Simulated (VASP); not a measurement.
# Ga3SbAs2 (I-4m2) in VASP: single point with PBE

Aim: the single point of Ga3SbAs2 with PBE.

Program: VASP 6.6.1. These are calculated values, not measurements. Logs are shortened: lines on timing, memory, paths and dates and some standing lists are left out, and cuts for length are marked.

## 1. The cell of the first run

The structure is tetragonal, space group I-4m2 (No. 119). The conventional cell has a = 4.176 Å, b = 4.176 Å, c = 17.711 Å, α = 90.00°, β = 90.00°, γ = 90.00°. Ga (site symmetry 2mm) has 2 As at 2.52 Å and 2 Sb at 2.64 Å within 3.3 Å. Within 3.3 Å of Ga (site symmetry 2mm) lie 2 As at 2.52 Å and 2 Sb at 2.64 Å. Within 3.3 Å of Ga (site symmetry -4m2) lie 4 As at 2.52 Å. Within 3.5 Å of Sb (site symmetry -4m2) lie 4 Ga at 2.64 Å. Within 3.3 Å of As (site symmetry 2mm) lie 4 Ga at 2.52 Å. Within 3.3 Å of As (site symmetry 2mm) lie 4 Ga at 2.52 Å.

## 2. Single point, PBE

File INCAR:

```
PREC = Accurate
ENCUT = 520
EDIFF = 1E-6
ISMEAR = 0
SIGMA = 0.2
LREAL = F
LASPH = T
NELM = 100
ALGO = Normal
ISIF = 2
LWAVE = F
LCHARG = F
GGA = PE
NBANDS = 66
```

File KPOINTS:

```
Automatic mesh
0
Gamma
  6 4 6
```

File POSCAR:

```
Ga3SbAs2
1.0
    4.1756840000      0.0000000000      0.0000000000
    0.0000000000     -8.3513680000      0.0000000000
   -2.0878420000      2.0878420000     -8.8556889000
Ga Sb As
6 2 4
Direct
    0.3411610000      0.6705805000      0.6823220000
    0.3411610000      0.1705805000      0.6823220000
    0.6588390000      0.8294195000      0.3176780000
    0.6588390000      0.3294195000      0.3176780000
    0.0000000000      0.0000000000      0.0000000000
    0.0000000000      0.5000000000      0.0000000000
    0.7500000000      0.6250000000      0.5000000000
    0.7500000000      0.1250000000      0.5000000000
    0.0793810000      0.7896905000      0.1587620000
    0.0793810000      0.2896905000      0.1587620000
    0.4206190000      0.9603095000      0.8412380000
    0.4206190000      0.4603095000      0.8412380000
```

Potentials or basis: VASP PAW PBE potentials, release 64 (Ga_d, Sb, As).

On the command line:

```
> cat potpaw_PBE.64/Ga_d/POTCAR potpaw_PBE.64/Sb/POTCAR potpaw_PBE.64/As/POTCAR > POTCAR
> mpirun -np 1 vasp_std > vasp.out
```

OUTCAR:

```text
PREC = Accurate
   ENCUT = 520
   EDIFF = 1E-6
   ISMEAR = 0
   LREAL = F
   LASPH = T
   NELM = 100
   ISIF = 2
   GGA = PE

 ion  position               nearest neighbor table
   1  0.341  0.671  0.682-  12 2.52  11 2.52   7 2.64   7 2.64
   2  0.341  0.171  0.682-  11 2.52  12 2.52   8 2.64   8 2.64
   3  0.659  0.829  0.318-   9 2.52   9 2.52   7 2.64   8 2.64
   4  0.659  0.329  0.318-  10 2.52  10 2.52   7 2.64   8 2.64
   5  0.000  0.000  0.000-  10 2.52  11 2.52  11 2.52   9 2.52
   6  0.000  0.500  0.000-   9 2.52  12 2.52  12 2.52  10 2.52
   7  0.750  0.625  0.500-   1 2.64   1 2.64   3 2.64   4 2.64
   8  0.750  0.125  0.500-   2 2.64   2 2.64   3 2.64   4 2.64
   9  0.079  0.790  0.159-   6 2.52   5 2.52   3 2.52   3 2.52
  10  0.079  0.290  0.159-   5 2.52   6 2.52   4 2.52   4 2.52
  11  0.421  0.960  0.841-   5 2.52   5 2.52   2 2.52   1 2.52
  12  0.421  0.460  0.841-   6 2.52   6 2.52   1 2.52   2 2.52

  LATTYP: Found a base centered monoclinic cell.
 ALAT       =    18.1969569006
 B/A-ratio  =     0.2294715552
 C/A-ratio  =     0.4589431104
 COS(beta)  =    -0.2294715552

  Lattice vectors:

 A1 = (  -2.0878420000,   2.0878420000,  -8.8556889000)
 A2 = (   2.0878420000,   2.0878420000,  -8.8556889000)
 A3 = (   0.0000000000,  -8.3513680000,   0.0000000000)

Analysis of symmetry for initial positions (statically):
=====================================================================
 Subroutine PRICEL returns following result:

  LATTYP: Found a body centered tetragonal cell.
 ALAT       =     4.1756840000
 C/A-ratio  =     4.2415512764

  Lattice vectors:

 A1 = (   2.0878420000,   2.0878420000,   8.8556889000)
 A2 = (  -2.0878420000,  -2.0878420000,   8.8556889000)
 A3 = (   2.0878420000,  -2.0878420000,  -8.8556889000)

   2 primitive cells build up your supercell.

 Routine SETGRP: Setting up the symmetry group for a
 base centered monoclinic supercell.

 Subroutine GETGRP returns: Found  2 space group operations
 (whereof  2 operations were pure point group operations)
 out of a pool of  4 trial point group operations.

The static configuration has the point symmetry C_1h.

Analysis of symmetry for dynamics (positions and initial velocities):
=====================================================================
 Subroutine PRICEL returns following result:

  LATTYP: Found a body centered tetragonal cell.
 ALAT       =     4.1756840000
 C/A-ratio  =     4.2415512764

  Lattice vectors:

 A1 = (   2.0878420000,   2.0878420000,   8.8556889000)
 A2 = (  -2.0878420000,  -2.0878420000,   8.8556889000)
 A3 = (   2.0878420000,  -2.0878420000,  -8.8556889000)

   2 primitive cells build up your supercell.

 Routine SETGRP: Setting up the symmetry group for a
 base centered monoclinic supercell.

 Subroutine GETGRP returns: Found  2 space group operations
 (whereof  2 operations were pure point group operations)
 out of a pool of  4 trial point group operations.

The dynamic configuration has the point symmetry C_1h.

 Subroutine INISYM returns: Found  2 space group operations
 (whereof  2 operations are pure point group operations),
 and found     2 'primitive' translations

----------------------------------------------------------------------------------------

                                     Primitive cell

  volume of cell :     154.4108

  direct lattice vectors                    reciprocal lattice vectors
     2.087842000  2.087842000  8.855688900     0.239481723  0.000000000  0.056460881
    -2.087842000 -2.087842000  8.855688900     0.000000000 -0.239481723  0.056460881
     2.087842000 -2.087842000 -8.855688900     0.239481723 -0.239481723  0.000000000

  length of vectors
     9.334955508  9.334955508  9.334955508     0.246047408  0.246047408  0.338678301

  position of ions in fractional coordinates (direct lattice)
     0.658839000  0.658839000  0.000000000
     0.341161000  0.341161000  0.000000000
     0.000000000  0.000000000  0.000000000
     0.250000000  0.750000000  0.500000000
     0.920619000  0.420619000  0.500000000
     0.579381000  0.079381000  0.500000000

  ion indices of the primitive-cell ions
   primitive index   ion index
                 1           1
                 2           3
                 3           6
                 4           7
                 5           9
                 6          12

----------------------------------------------------------------------------------------

 KPOINTS: Automatic mesh

Automatic generation of k-mesh.
 Grid dimensions read from file:
 generate k-points for:    6    4    6

 Generating k-lattice:

  Cartesian coordinates                     Fractional coordinates (reciprocal lattice)
     0.039913621  0.000000000 -0.009410147     0.166666667  0.000000000  0.000000000
     0.000000000 -0.029935215 -0.007057610     0.000000000  0.250000000  0.000000000
     0.000000000  0.000000000 -0.018820294     0.000000000  0.000000000  0.166666667

  Length of vectors
     0.041007901  0.030755926  0.018820294

  Shift w.r.t. Gamma in fractional coordinates (k-lattice)
     0.000000000  0.000000000  0.000000000

 Subroutine IBZKPT returns following result:
 ===========================================

 Found     47 irreducible k-points:

 Following reciprocal coordinates:
            Coordinates               Weight
  0.000000  0.000000  0.000000      1.000000
  0.166667  0.000000  0.000000      4.000000
  0.333333  0.000000  0.000000      4.000000
  0.500000  0.000000  0.000000      2.000000
  0.000000  0.250000  0.000000      2.000000
  0.166667  0.250000  0.000000      4.000000
[... 16 lines left out ...]
  0.500000  0.250000  0.166667      4.000000
 -0.333333  0.250000  0.166667      4.000000
 [... further k-points ...]
   k-points           NKPTS =     47   k-points in BZ     NKDIM =     47   number of bands    NBANDS=     66
   number of dos      NEDOS =    301   number of ions     NIONS =     12
   total plane-waves  NPLWV = 143360
   dimension x,y,z NGX =    32 NGY =   64 NGZ =   70
   dimension x,y,z NGXF=    64 NGYF=  128 NGZF=  140
   ions per type =               6   2   4
   NGX,Y,Z   is equivalent  to a cutoff of  12.74, 12.74, 12.47 a.u.
   NGXF,Y,Z  is equivalent  to a cutoff of  25.48, 25.48, 24.93 a.u.
 SYSTEM =  unknown system
   PREC   = accura    normal or accurate (medium, high low for compatibility)
   ISTART =      0    job   : 0-new  1-cont  2-samecut
   ICHARG =      2    charge: 1-file 2-atom 10-const
   ISPIN  =      1    spin polarized calculation?
   LNONCOLLINEAR =      F non collinear calculations
   LSORBIT =      F    spin-orbit coupling
   LASPH  =      T    aspherical Exc in radial PAW
   ENCUT  =  520.0 eV  38.22 Ry    6.18 a.u.   7.76 15.53 17.36*2*pi/ulx,y,z
   NELM   =    100;   NELMIN=  2; NELMDL= -5     # of ELM steps
   EDIFF  = 0.1E-05   stopping-criterion for ELM
   LREAL  =      F    real-space projection
[... 7 lines left out ...]
   TEBEG  =    0.0;   TEEND  =   0.0 temperature during run
   PSTRESS=    0.0 pullay stress
   NELECT =     108.0000    total number of electrons
   NUPDOWN=      -1.0000    fix difference up-down
   EMIN   =  10.00;   EMAX   =-10.00  energy-range for DOS
   EFERMI =   0.00;   METHOD = LEGACY
   ISMEAR =     0;   SIGMA  =   0.20  broadening in eV -4-tet -1-fermi 0-gaus
   EFERMI_NEDOS =   21; number of points for ismear=-14 and -15
   IALGO  =     38    algorithm
   IMIX   =      4    mixing-type and parameters
     AMIX     =   0.40;   BMIX     =  1.00
     AMIX_MAG =   1.60;   BMIX_MAG =  1.00
  volume/ion in A,a.u.               =      25.74       173.67
  Fermi-wavevector in a.u.,A,eV,Ry     =   1.153401  2.179611 18.100282  1.330333
  Thomas-Fermi vector in A             =   2.290045
   LORBIT       =      0    0 simple, 1 ext, 2 COOP (PROOUT), +10 PAW based schemes
   GGA     = PE    functional components
   LHFCALC =     F    Hartree Fock is set to
   AEXX    =    0.0000 exact exchange contribution
   IVDW    =     0    specifies the selected vdW correction
   LEPSILON=     F    determine dielectric tensor
   LRPA    =     F    only Hartree local field effects (RPA)
 non-spin polarized calculation
 Gauss-broadening in eV      SIGMA  =   0.20
  energy-cutoff  :      520.00
  volume of cell :      308.82
 maximum number of plane-waves:      8349
   NGX = 15   NGY = 31   NGZ = 35

 number of electron     108.0000047 magnetization

 Free energy of the ion-electron system (eV)
  ---------------------------------------------------
  ext. energy  EPLUGINS =         0.00000000
  ---------------------------------------------------
  free energy    TOTEN  =       -47.51664050 eV

  energy without entropy =      -47.51256837  energy(sigma->0) =      -47.51460444

 E-fermi :   4.0777     XC(G=0):  -9.2044

 val. band max:        3.9540638303   @ k =   0.0000   0.0000   0.0000
 cond. band min:       4.4350339915   @ k =   0.0000   0.0000   0.0000
 fundamental gap:      0.4809701613
 Fermi energy:         4.0776501445

 k-point     1 :       0.0000    0.0000    0.0000
  band No.  band energies     occupation
      1     -11.0571      2.00000
      2     -11.0508      2.00000
      3     -11.0307      2.00000
      4     -10.9961      2.00000
      5     -10.9955      2.00000
      6     -10.9930      2.00000
[... 58 lines left out ...]
     65       7.2925      0.00000
     66       7.9089      0.00000

 k-point     2 :       0.1667    0.0000    0.0000
  band No.  band energies     occupation
      1     -11.0545      2.00000
      2     -11.0530      2.00000
      3     -11.0387      2.00000
      4     -11.0074      2.00000
      5     -10.9954      2.00000
      6     -10.9873      2.00000
[... 58 lines left out ...]
     65       7.6007      0.00000
     66       7.8269      0.00000

 k-point     3 :       0.3333    0.0000    0.0000
  band No.  band energies     occupation
      1     -11.0580      2.00000
      2     -11.0535      2.00000
      3     -11.0510      2.00000
      4     -11.0238      2.00000
      5     -10.9941      2.00000
      6     -10.9771      2.00000
[... 1438 lines left out ...]
     65       8.0987      0.00000
     66       8.1290      0.00000

 k-point    24 :      -0.3333    0.2500    0.1667
  band No.  band energies     occupation
      1     -11.0561      2.00000
      2     -11.0514      2.00000
      3     -11.0502      2.00000
      4     -11.0290      2.00000
      5     -10.9914      2.00000
      6     -10.9774      2.00000
[... 58 lines left out ...]
     65       8.1293      0.00000
     66       8.8860      0.00000

 [... further k-points ...]
[... 5 lines left out ...]
  --------------------------------------------------------------------------------------
  -------------------------------------------------------------------------------------
  Total        0.4711951      0.3152336      0.1482611      0.0000000      0.0001370      0.0000000
  in kB        2.4445769      1.6354434      0.7691839      0.0000000      0.0007105      0.0000000
  external PRESSURE =       1.6164014 kB  Pullay stress =       0.0000000 kB

 VOLUME and BASIS-vectors are now :
 -----------------------------------------------------------------------------
  energy-cutoff  :      520.00
  volume of cell :      308.82
      direct lattice vectors                 reciprocal lattice vectors
     4.175684000  0.000000000  0.000000000     0.239481723  0.000000000 -0.056460881
     0.000000000 -8.351368000  0.000000000     0.000000000 -0.119740862 -0.028230441
    -2.087842000  2.087842000 -8.855688900     0.000000000  0.000000000 -0.112921763

 POSITION                                       TOTAL-FORCE (eV/Angst)
 -----------------------------------------------------------------------------------
      0.00000     -4.17568     -6.04243        -0.000000     -0.000339     -0.003929
      0.00000      0.00000     -6.04243        -0.000000     -0.000339     -0.003929
      2.08784     -6.26353     -2.81326        -0.000000      0.000357      0.008655
      2.08784     -2.08784     -2.81326        -0.000000      0.000357      0.008655
      0.00000      0.00000      0.00000        -0.000000      0.000074      0.001783
      0.00000     -4.17568      0.00000        -0.000000      0.000074      0.001783
      2.08784     -4.17568     -4.42784        -0.000000     -0.000029     -0.003012
      2.08784      0.00000     -4.42784        -0.000000     -0.000029     -0.003012
     -0.00000     -6.26353     -1.40595         0.000000     -0.000037     -0.002358
     -0.00000     -2.08784     -1.40595         0.000000     -0.000037     -0.002358
      0.00000     -6.26353     -7.44974         0.000000     -0.000026     -0.001140
      0.00000     -2.08784     -7.44974         0.000000     -0.000026     -0.001140
 -----------------------------------------------------------------------------------
    total drift:                                0.000023      0.000211      0.000061

  FREE ENERGIE OF THE ION-ELECTRON SYSTEM (eV)
  ---------------------------------------------------
  free  energy   TOTEN  =       -47.5166404991 eV

  energy  without entropy=      -47.5125683726  energy(sigma->0) =      -47.51460444
```

It took 22 min on 1 thread of Intel Xeon Platinum 8488C (Sapphire Rapids), shared host; peak memory 0.87 GiB.

What came out:

| Quantity | Value |
| --- | --- |
| Free energy | -47.5166 eV |
| Pressure | 0.2 GPa |
| Largest force | 0.009 eV/Å |
| Band gap on the k mesh | zero (filled and empty bands touch) |

Forces in eV/Å, atoms in the order of the input:
```
Ga   0.000  0.000 -0.004
Ga   0.000  0.000 -0.004
Ga   0.000  0.000  0.009
Ga   0.000  0.000  0.009
Ga   0.000  0.000  0.002
Ga   0.000  0.000  0.002
Sb   0.000  0.000 -0.003
Sb   0.000  0.000 -0.003
As   0.000  0.000 -0.002
As   0.000  0.000 -0.002
As   0.000  0.000 -0.001
As   0.000  0.000 -0.001
```

Levels at points of the mesh, in eV from the Fermi level:
```tsv
k point	band 52	band 53	band 54	band 55	band 56	band 57
(0.00, 0.00, 0.00)	-0.35	-0.24	-0.12	-0.12	0.36	1.11
(0.50, 0.00, 0.00)	-1.64	-1.30	-0.68	0.36	1.18	1.25
(0.00, 0.50, 0.00)	-1.34	-0.38	-0.38	1.24	1.24	1.58
(0.50, 0.50, 0.00)	-2.07	-2.00	-2.00	1.67	1.67	2.01
(0.00, 0.00, 0.50)	-0.79	-0.79	-0.68	0.36	1.10	1.21
(0.00, 0.50, 0.50)	-0.85	-0.61	-0.61	0.71	0.71	1.21
```

Caveat: spin-orbit coupling is left out, which moves the levels of the heavy elements.
